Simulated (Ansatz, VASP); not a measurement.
MgS in VASP and in Ansatz

File INCAR:

```
SYSTEM = MgS
PREC = Accurate
ENCUT = 520
EDIFF = 1E-6
ISMEAR = 0
SIGMA = 0.05
LREAL = .FALSE.
LASPH = .TRUE.
NELM = 100
ALGO = Normal
ISIF = 2
LWAVE = .FALSE.
LCHARG = .FALSE.
GGA = PS
NBANDS = 11
```

The input KPOINTS:

```
Automatic mesh
0
G
  10 10 10
  0 0 0
```

Contents of POSCAR:

```
MgS
1.0
    0.0000000000      2.5910375066      2.5910375066
    2.6169478817      0.0000000000      2.5910375066
    2.6169478817      2.5910375066      0.0000000000
Mg S
1 1
Direct
    0.0000000000      0.0000000000      0.0000000000
    0.5000000000      0.5000000000      0.5000000000
```

Input for Ansatz:

```yaml
crystal:
  lattice:
    - [0.0, 2.5910375066, 2.5910375066]
    - [2.6169478817, 0.0, 2.5910375066]
    - [2.6169478817, 2.5910375066, 0.0]
  atoms:
    - { symbol: Mg, position: [0.0, 0.0, 0.0] }
    - { symbol: S, position: [0.5, 0.5, 0.5] }
basis:
  ecutwfc: 420
  ecutrho_ratio: 4
kpoints:
  mp_grid: { grid: [10, 10, 10] }
hamiltonian:
  xc: pbesol
scf:
  occupations: { method: gaussian, width: 0.05 }
output:
  forces: true
  stress: true
  eigenvalues: true
```

Change from the starting cell: strain e1 = +0.01, atoms carried along.

Alike in both runs: task single point; functional PBEsol; k mesh 10 × 10 × 10; occupations gaussian, width 0.05 eV; no spin polarisation.

```csv
,VASP,Ansatz
version,VASP 6.6.1,Ansatz 0.2.0
potentials or method,"VASP PAW PBE potentials, release 64 (Mg, S), cutoff 520 eV","scalar-relativistic, plane waves, PAW"
valence electrons in the cell,8,16
```

|  | VASP | Ansatz | Ansatz less VASP |
| --- | --- | --- | --- |
| gap on the k mesh at the Fermi level (eV) | 2.66 | 2.66 | -0.002 |
| least direct gap on the mesh (eV) | 3.58 | 3.58 | +0.001 |
| pressure (GPa) | -1.0 | -0.7 | +0.22 |
| traceless stress, the component that is largest in VASP (GPa) | -0.69 | -0.69 | -0.003 |

VASP's potentials were made for PBE, not for PBEsol. The functional is the same, so the differences come from potentials, cutoffs and numerics. VASP's potentials hold 8 valence electrons a cell and Ansatz's 16, so a difference there can come from the potentials and not from the codes.
